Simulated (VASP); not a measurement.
Crystal: HfC.

```
Hf C
1.0
     0.00000    2.30940    2.30940
     2.30940    0.00000    2.30940
     2.30940    2.30940    0.00000
Hf C
1 1
Direct
  0.50000 0.50000 0.50000
  0.00000 0.00000 0.00000
```

Base run:

| Item | Value |
| --- | --- |
| Program | VASP 6.6.1 |
| Functional | PBE |
| Potentials or basis | VASP PAW PBE potentials, release 64 (Hf_pv, C) |
| Cutoff | 520 eV |
| k mesh | 10 × 10 × 10 |
| Occupations | fermi-dirac, width 0.05 eV |
| Spin | no spin polarisation |

Its results: band gap on the k mesh zero (band 7 reaches 7.12 eV, above the bottom of band 8 at 5.71 eV); pressure 4.6 GPa.

Problem. After a change of settings the same cell gave: band gap on the k mesh zero (band 7 reaches 7.04 eV, above the bottom of band 8 at 5.63 eV); pressure -7.0 GPa. Which change was it?
A. functional from PBE to LDA; potentials or basis from VASP PAW PBE potentials, release 64 (Hf_pv, C) to VASP PAW LDA potentials, release 64 (Hf_pv, C)
B. functional from PBE to r2SCAN; further incar settings from ALGO = Normal; EDIFF = 1e-06; NBANDS = 14 to ALGO = Normal; EDIFF = 1e-07; NBANDS = 14
C. functional from PBE to PBEsol; further incar settings from ALGO = Normal; EDIFF = 1e-06; NBANDS = 14 to ALGO = Normal; EDIFF = 1e-07; NBANDS = 14

Solution. A.

Caveats: spin-orbit coupling is left out, which moves the levels of the heavy elements.
